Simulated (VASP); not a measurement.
**FH: single point with PBEsol**

The system is FH, in a box.

```
F H
1.0
    15.00000    0.00000    0.00000
     0.00000   15.50000    0.00000
     0.00000    0.00000   16.00000
F H
1 1
Direct
  0.47501 0.49897 0.48268
  0.52499 0.50103 0.51732
```

```
Program                : VASP 6.6.1
Task                   : single point
Functional             : PBEsol
Potentials or basis    : VASP PAW PBE potentials, release 64 (F, H)
Cutoff                 : 520 eV
k mesh                 : 1 × 1 × 1
Occupations            : gaussian, width 0.005 eV
Spin                   : no spin polarisation
Dipole correction      : no
Further INCAR settings : ALGO = Normal; EDIFF = 1e-07; NBANDS = 11; ISYM = 0
```

The largest force is 0.332 eV/Å and the gap between the frontier levels is 8.61 eV.

Forces on the atoms (eV/Å):
```
F   -0.267 -0.011 -0.198
H    0.267  0.011  0.198
```

Levels at points of the mesh, in eV from the valence-band top:
```
           k point  band 2  band 3  band 4  band 5  band 6  band 7
(0.00, 0.00, 0.00)   -3.74    0.00    0.00    8.61    9.60   10.04
```

Run time: 4.7 min on 1 thread of Intel(R) Xeon(R) Platinum 8259CL CPU @ 2.50GHz (Skylake/Cascade Lake) (shared host), peak memory 2.1 GiB.

Caveat: the PAW data sets were made with another functional, which shifts forces and pressure a little.
